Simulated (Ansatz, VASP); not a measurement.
## One calculation of MoSe, two programs

POSCAR

```
MoSe
1.0
    0.0000000000      2.6101627283      2.6101627283
    2.6101627283      0.0000000000      2.6101627283
    2.6101627283      2.6101627283      0.0000000000
Mo Se
1 1
Direct
    0.0000000000      0.0000000000      0.0000000000
    0.5000000000      0.5000000000      0.5000000000
```

The input INCAR.step1:

```
  PREC = Accurate
  ENCUT = 520
  ISMEAR = 0
  SIGMA = 0.1
  LREAL = False
  LASPH = True
  NELM = 60
  NBANDS = 17
  GGA = PE
  ALGO = Normal
  EDIFF = 1E-4
  LWAVE = True
  LCHARG = False
```

The input INCAR.step2:

```
  PREC = Accurate
  ENCUT = 520
  EDIFF = 1E-6
  ISMEAR = 0
  SIGMA = 0.1
  LREAL = False
  LASPH = True
  NELM = 60
  ALGO = Normal
  ISIF = 2
  LWAVE = False
  LCHARG = False
  METAGGA = R2SCAN
  LMIXTAU = True
  NBANDS = 17
  ISTART = 1
```

KPOINTS

```
regular mesh
0
Gamma
  14 14 14
```

Input for Ansatz:

```yaml
crystal:
  lattice:
    - [0.0, 2.6101627283, 2.6101627283]
    - [2.6101627283, 0.0, 2.6101627283]
    - [2.6101627283, 2.6101627283, 0.0]
  atoms:
    - { symbol: Mo, position: [0.0, 0.0, 0.0] }
    - { symbol: Se, position: [0.5, 0.5, 0.5] }
basis:
  ecutwfc: 500
kpoints:
  mp_grid: { grid: [14, 14, 14] }
hamiltonian:
  xc: r2scan
scf:
  occupations: { method: gaussian, width: 0.1 }
  lower_state_search: "off"
output:
  forces: true
  stress: true
  eigenvalues: true
```

Alike in both runs: task single point; functional r2SCAN; k mesh 14 × 14 × 14; occupations gaussian, width 0.1 eV; no spin polarisation.

```csv
,VASP,Ansatz
version,VASP 6.6.1,Ansatz 0.2.0
potentials or method,"VASP PAW PBE potentials, release 64 (Mo_sv, Se), cutoff 520 eV","scalar-relativistic, plane waves, PAW"
valence electrons in the cell,20,30
```

VASP gave:

- gap on the k mesh at the Fermi level (eV): none
- pressure (GPa): -1.1

Task: Estimate Ansatz's values.

Result: gap on the k mesh at the Fermi level (eV): none; pressure (GPa): -1.4.

VASP's potentials were made for PBE, not for r2SCAN. A gap of «none» marks a metal or a gap that the smearing closes. The functional is the same, so the differences come from potentials, cutoffs and numerics. VASP's potentials hold 20 valence electrons a cell and Ansatz's 30, so a difference there can come from the potentials and not from the codes.
